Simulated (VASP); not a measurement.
# Mg in VASP: a series of runs

The runs below take Mg through single point, relaxation of cell and atoms, with PBE.

Everything below comes from runs of VASP 6.6.1. Logs are shortened: lines on timing, memory, paths and dates and some standing lists are left out, and cuts for length are marked.

## 1. The cell of the first run

The typed cell holds 6 atoms: a = 5.530 Å, b = 4.379 Å, c = 6.504 Å, α = 89.88°, β = 74.29°, γ = 113.48°.

The cell was built from a structure type or drawn by symmetry, and may not be a known phase.

## 2. Single point, PBE

INCAR

```
SYSTEM = Mg
ALGO = Fast
EDIFF = 1E-6
ENCUT = 520
GGA = PE
ISIF = 2
ISMEAR = 0
LASPH = .TRUE.
LCHARG = .TRUE.
LELF = .TRUE.
LREAL = .FALSE.
LVHAR = .TRUE.
LWAVE = .FALSE.
NBANDS = 15
NELM = 100
PREC = Accurate
SIGMA = 0.1
```

KPOINTS

```
k-points
0
G
  4 4 4
  0 0 0
```

POSCAR

```
Mg
1.0
    5.5089316407      0.4549040063     -0.1681842890
   -2.0811225045      3.8265786227     -0.4514832375
    1.8099827948      1.7084494562      6.0094499335
Mg
6
Direct
    0.8937585432      0.0200939782      0.5615319987
    0.5604482511      0.3533808227      0.8949166943
    0.2271654471      0.6869781103      0.7281018071
    0.5603385227      0.3536149585      0.3948523429
    0.8937376523      1.0201363992      1.0614799704
    0.2269150486      0.6867851807      0.2281175043
```

Potentials or basis: VASP PAW PBE potentials, release 64 (Mg).

On the command line:

```console
> cat potpaw_PBE.64/Mg/POTCAR > POTCAR
> mpirun -np 1 vasp_std > vasp.out
```

OUTCAR:

```text
SYSTEM = Mg
   EDIFF = 1E-6
   ENCUT = 520
   GGA = PE
   ISIF = 2
   ISMEAR = 0
   LASPH = .TRUE.
   LREAL = .FALSE.
   NELM = 100
   PREC = Accurate

 ion  position               nearest neighbor table
   1  0.894  0.020  0.562-   4 3.15   3 3.15   3 3.15   4 3.15   2 3.19   6 3.19   6 3.20   2 3.20
                             4 3.23   3 3.23   5 3.25   5 3.25
   2  0.560  0.353  0.895-   3 3.15   5 3.15   5 3.15   3 3.15   6 3.18   1 3.19   1 3.20   6 3.20
                             5 3.23   3 3.23   4 3.25   4 3.25
   3  0.227  0.687  0.728-   2 3.15   1 3.15   1 3.15   2 3.15   4 3.18   5 3.19   4 3.20   5 3.20
                             1 3.23   2 3.23   6 3.25   6 3.25
   4  0.560  0.354  0.395-   1 3.15   6 3.15   6 3.15   1 3.15   3 3.18   5 3.18   3 3.20   5 3.20
                             6 3.23   1 3.23   2 3.25   2 3.25
   5  0.894  0.020  0.061-   6 3.15   2 3.15   2 3.15   6 3.15   4 3.18   3 3.19   3 3.20   4 3.20
                             2 3.23   6 3.23   1 3.25   1 3.25
   6  0.227  0.687  0.228-   5 3.15   4 3.15   5 3.15   4 3.15   2 3.18   1 3.19   1 3.20   2 3.20
                             4 3.23   5 3.23   3 3.25   3 3.25

  LATTYP: Found a triclinic cell.
 ALAT       =     5.5195069363
 B/A-ratio  =     0.7934087393
 C/A-ratio  =     1.1784540041
 COS(alpha) =     0.0020205417
 COS(beta)  =     0.2728325423
 COS(gamma) =     0.3942511444

  Lattice vectors:

 A1 = (   3.4278091362,   4.2814826290,  -0.6196675265)
 A2 = (  -2.0811225045,   3.8265786227,  -0.4514832375)
 A3 = (   1.8099827948,   1.7084494562,   6.0094499335)

Analysis of symmetry for initial positions (statically):
=====================================================================
 Subroutine PRICEL returns:
 Original cell was already a primitive cell.

 Routine SETGRP: Setting up the symmetry group for a
 triclinic supercell.

 Subroutine GETGRP returns: Found  1 space group operations
 (whereof  1 operations were pure point group operations)
 out of a pool of  2 trial point group operations.

The static configuration has the point symmetry C_1 .

Analysis of symmetry for dynamics (positions and initial velocities):
=====================================================================
 Subroutine PRICEL returns:
 Original cell was already a primitive cell.

 Routine SETGRP: Setting up the symmetry group for a
 triclinic supercell.

 Subroutine GETGRP returns: Found  1 space group operations
 (whereof  1 operations were pure point group operations)
 out of a pool of  2 trial point group operations.

The dynamic configuration has the point symmetry C_1 .

 Subroutine INISYM returns: Found  1 space group operations
 (whereof  1 operations are pure point group operations),
 and found     1 'primitive' translations

----------------------------------------------------------------------------------------

                                     Primitive cell

  volume of cell :     138.0109

  direct lattice vectors                    reciprocal lattice vectors
     5.508931641  0.454904006 -0.168184289     0.172210796  0.084697829 -0.075947140
    -2.081122505  3.826578623 -0.451483238    -0.021889988  0.242082739 -0.062229593
     1.809982795  1.708449456  6.009449934     0.003175031  0.020557812  0.159603837

  length of vectors
     5.530239726  4.379225040  6.504485050     0.206393432  0.250909837  0.160953686

  position of ions in fractional coordinates (direct lattice)
     0.893758543  0.020093978  0.561531999
     0.560448251  0.353380823  0.894916694
     0.227165447  0.686978110  0.728101807
     0.560338523  0.353614959  0.394852343
     0.893737652  0.020136399  0.061479970
     0.226915049  0.686785181  0.228117504

  ion indices of the primitive-cell ions
   primitive index   ion index
                 1           1
                 2           2
                 3           3
                 4           4
                 5           5
                 6           6

----------------------------------------------------------------------------------------

 KPOINTS: k-points

Automatic generation of k-mesh.
 Grid dimensions read from file:
 generate k-points for:    4    4    4

 Generating k-lattice:

  Cartesian coordinates                     Fractional coordinates (reciprocal lattice)
     0.043052699  0.021174457 -0.018986785     0.250000000 -0.000000000  0.000000000
    -0.005472497  0.060520685 -0.015557398     0.000000000  0.250000000 -0.000000000
     0.000793758  0.005139453  0.039900959     0.000000000 -0.000000000  0.250000000

  Length of vectors
     0.051598358  0.062727459  0.040238422

  Shift w.r.t. Gamma in fractional coordinates (k-lattice)
     0.000000000  0.000000000  0.000000000

 Subroutine IBZKPT returns following result:
 ===========================================

 Found     36 irreducible k-points:

 Following reciprocal coordinates:
            Coordinates               Weight
  0.000000  0.000000  0.000000      1.000000
  0.250000  0.000000  0.000000      2.000000
  0.500000  0.000000  0.000000      1.000000
 -0.000000  0.250000  0.000000      2.000000
  0.250000  0.250000 -0.000000      2.000000
  0.500000  0.250000  0.000000      2.000000
[... 16 lines left out ...]
  0.000000 -0.250000  0.250000      2.000000
  0.250000 -0.250000  0.250000      2.000000
 [... further k-points ...]
   k-points           NKPTS =     36   k-points in BZ     NKDIM =     36   number of bands    NBANDS=     15
   number of dos      NEDOS =    301   number of ions     NIONS =      6
   total plane-waves  NPLWV =  72576
   dimension x,y,z NGX =    42 NGY =   36 NGZ =   48
   dimension x,y,z NGXF=    84 NGYF=   72 NGZF=   96
   ions per type =               6
   NGX,Y,Z   is equivalent  to a cutoff of  12.63, 13.67, 12.27 a.u.
   NGXF,Y,Z  is equivalent  to a cutoff of  25.25, 27.33, 24.54 a.u.
 SYSTEM =  Mg
   PREC   = accura    normal or accurate (medium, high low for compatibility)
   ISTART =      0    job   : 0-new  1-cont  2-samecut
   ICHARG =      2    charge: 1-file 2-atom 10-const
   ISPIN  =      1    spin polarized calculation?
   LNONCOLLINEAR =      F non collinear calculations
   LSORBIT =      F    spin-orbit coupling
   LASPH  =      T    aspherical Exc in radial PAW
   ENCUT  =  520.0 eV  38.22 Ry    6.18 a.u.  10.28  8.14 12.09*2*pi/ulx,y,z
   NELM   =    100;   NELMIN=  2; NELMDL= -5     # of ELM steps
   EDIFF  = 0.1E-05   stopping-criterion for ELM
   LREAL  =      F    real-space projection
   EDIFFG = 0.1E-04   stopping-criterion for IOM
   NSW    =      0    number of steps for IOM
   IBRION =     -1    ionic relax: 0-MD 1-quasi-New 2-CG
   NFREE  =      0    steps in history (QN), initial steepest desc. (CG)
   ISIF   =      2    stress and relaxation
   ISYM   =      2    0-nonsym 1-usesym 2-fastsym
   POTIM  = 0.5000    time-step for ionic-motion
   TEBEG  =    0.0;   TEEND  =   0.0 temperature during run
   PSTRESS=    0.0 pullay stress
   NELECT =      12.0000    total number of electrons
   NUPDOWN=      -1.0000    fix difference up-down
   EMIN   =  10.00;   EMAX   =-10.00  energy-range for DOS
   EFERMI =   0.00;   METHOD = LEGACY
   ISMEAR =     0;   SIGMA  =   0.10  broadening in eV -4-tet -1-fermi 0-gaus
   EFERMI_NEDOS =   21; number of points for ismear=-14 and -15
   IALGO  =     68    algorithm
   IMIX   =      4    mixing-type and parameters
     AMIX     =   0.40;   BMIX     =  1.00
     AMIX_MAG =   1.60;   BMIX_MAG =  1.00
  volume/ion in A,a.u.               =      23.00       155.22
  Fermi-wavevector in a.u.,A,eV,Ry     =   0.725266  1.370554  7.156815  0.526011
  Thomas-Fermi vector in A             =   1.815945
   LORBIT       =      0    0 simple, 1 ext, 2 COOP (PROOUT), +10 PAW based schemes
   GGA     = PE    functional components
   LHFCALC =     F    Hartree Fock is set to
   AEXX    =    0.0000 exact exchange contribution
   IVDW    =     0    specifies the selected vdW correction
   LEPSILON=     F    determine dielectric tensor
   LRPA    =     F    only Hartree local field effects (RPA)
 non-spin polarized calculation
 RMM-DIIS sequential band-by-band and
 Gauss-broadening in eV      SIGMA  =   0.10
  energy-cutoff  :      520.00
  volume of cell :      138.01
 maximum number of plane-waves:      3736
 NGX is ok and might be reduce to    42
   NGX = 21   NGY = 17   NGZ = 25

 number of electron      12.0000000 magnetization

 Free energy of the ion-electron system (eV)
  ---------------------------------------------------
  ext. energy  EPLUGINS =         0.00000000
  ---------------------------------------------------
  free energy    TOTEN  =        -9.09395120 eV

  energy without entropy =       -9.08421057  energy(sigma->0) =       -9.08908089

 E-fermi :   2.5136     XC(G=0):  -8.4859

 val. band max:        2.5110234330   @ k =   0.0000  -0.2500   0.2500
 cond. band min:       2.5959781761   @ k =   0.5000   0.2500   0.2500
 fundamental gap:      0.0849547431
 Fermi energy:         2.5136205186

 k-point     1 :       0.0000    0.0000    0.0000
  band No.  band energies     occupation
      1      -4.3007      2.00000
      2      -0.4686      2.00000
      3      -0.4683      2.00000
      4       1.9043      2.00000
      5       1.9044      2.00000
      6       2.3625      1.96741
      7       3.3735      0.00000
      8       4.2363      0.00000
      9       4.2368      0.00000
     10       5.5591      0.00000
     11       5.5594      0.00000
     12       6.4150      0.00000
     13       6.4158      0.00000
     14       7.5448      0.00000
     15       7.5453      0.00000
[... 397 lines left out ...]
 k-point    24 :       0.2500   -0.2500    0.2500
  band No.  band energies     occupation
      1      -3.5589      2.00000
      2      -1.2855      2.00000
      3       1.1907      2.00000
      4       1.3465      2.00000
      5       1.6684      2.00000
      6       1.7197      2.00000
      7       2.2879      1.99859
      8       2.3403      1.98575
      9       3.4387      0.00000
     10       5.5100      0.00000
     11       5.8989      0.00000
     12       6.0772      0.00000
     13       7.9219      0.00000
     14       8.2720      0.00000
     15       8.2837      0.00000

 [... further k-points ...]

------------------------ aborting loop because EDIFF is reached ----------------------------------------

  FORCE on cell =-STRESS in cart. coord.  units (eV):
  Direction    XX          YY          ZZ          XY          YZ          ZX
  --------------------------------------------------------------------------------------
  -------------------------------------------------------------------------------------
  Total       -0.1358117     -0.0518756     -0.0458562      0.0103251     -0.0479108      0.0708353
  in kB       -1.5766467     -0.6022266     -0.5323480      0.1198643     -0.5561992      0.8223318
  external PRESSURE =      -0.9037404 kB  Pullay stress =       0.0000000 kB

 VOLUME and BASIS-vectors are now :
 -----------------------------------------------------------------------------
  energy-cutoff  :      520.00
  volume of cell :      138.01
      direct lattice vectors                 reciprocal lattice vectors
     5.508931641  0.454904006 -0.168184289     0.172210796  0.084697829 -0.075947140
    -2.081122505  3.826578623 -0.451483238    -0.021889988  0.242082739 -0.062229593
     1.809982795  1.708449456  6.009449934     0.003175031  0.020557812  0.159603837

 POSITION                                       TOTAL-FORCE (eV/Angst)
 -----------------------------------------------------------------------------------
      5.89820      1.44281      3.21511        -0.001270      0.000990     -0.000578
      3.97183      3.13611      5.12415        -0.001649      0.001118     -0.001444
      1.13961      3.97604      4.02713         0.000379     -0.001548      0.000948
      3.06563      2.28262      2.11895         0.001196     -0.001512      0.000048
      4.99291      0.58865      0.21006        -0.000468      0.000334      0.000354
      0.23366      3.12099      1.02263         0.001811      0.000619      0.000672
 -----------------------------------------------------------------------------------
    total drift:                               -0.000000     -0.000001      0.000003

  FREE ENERGIE OF THE ION-ELECTRON SYSTEM (eV)
  ---------------------------------------------------
  free  energy   TOTEN  =        -9.0939511990 eV

  energy  without entropy=       -9.0842105721  energy(sigma->0) =       -9.08908089
```

It took 78 s on 1 thread of Intel Xeon Platinum 8259CL at 2.50GHz (Skylake/Cascade Lake), shared host; peak memory 0.26 GiB.

What came out:

```
Free energy            : -9.0940 eV
Pressure               : -0.1 GPa
Band gap on the k mesh : zero (bands 6 and 7 overlap by 2.00 eV)
```

Forces in eV/Å, atoms in the order of the input:
```
Mg  -0.001  0.001 -0.001
Mg  -0.002  0.001 -0.001
Mg   0.000 -0.002  0.001
Mg   0.001 -0.002  0.000
Mg   0.000  0.000  0.000
Mg   0.002  0.001  0.001
```

Caveat: the k points lie up to 0.39 Å⁻¹ apart, too coarse for converged energies and pressures of a metal.

(Continued in part 2 of 2.)
